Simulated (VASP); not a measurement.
# AlN: single point with PBE

The system is AlN.

```
Al N
1.0
     3.23060    0.00000    0.00000
    -1.61530    2.79778    0.00000
     0.00000    0.00000    4.18759
Al N
2 2
Direct
  0.33333 0.66667 0.75000
  0.66667 0.33333 0.25000
  0.33333 0.66667 0.25000
  0.66667 0.33333 0.75000
```

- Program: VASP 6.6.1
- Task: single point
- Functional: PBE
- Potentials or basis: VASP PAW PBE potentials, release 64 (Al, N)
- Cutoff: 520 eV
- k mesh: 9 × 9 × 6
- Occupations: gaussian, width 0.05 eV
- Spin: no spin polarisation

- Pressure: 12.5 GPa
- Band gap on the k mesh: 3.59 eV, direct

Stress tensor (GPa, compression positive):
```
15.24  0.00  0.00
 0.00 15.24  0.00
 0.00  0.00  6.90
```

Levels at points of the mesh, in eV from the valence-band top:
```tsv
k point	band 6	band 7	band 8	band 9	band 10	band 11
(0.00, 0.00, 0.00)	-1.84	-1.84	0.00	3.59	4.85	8.58
(0.00, 0.00, 0.50)	-2.67	-2.67	-2.67	5.93	5.93	8.77
```

It took 10 s on 1 thread of Intel(R) Xeon(R) Platinum 8488C (Sapphire Rapids), on a shared host, peak memory 0.15 GiB.

A k mesh can miss the band edges.
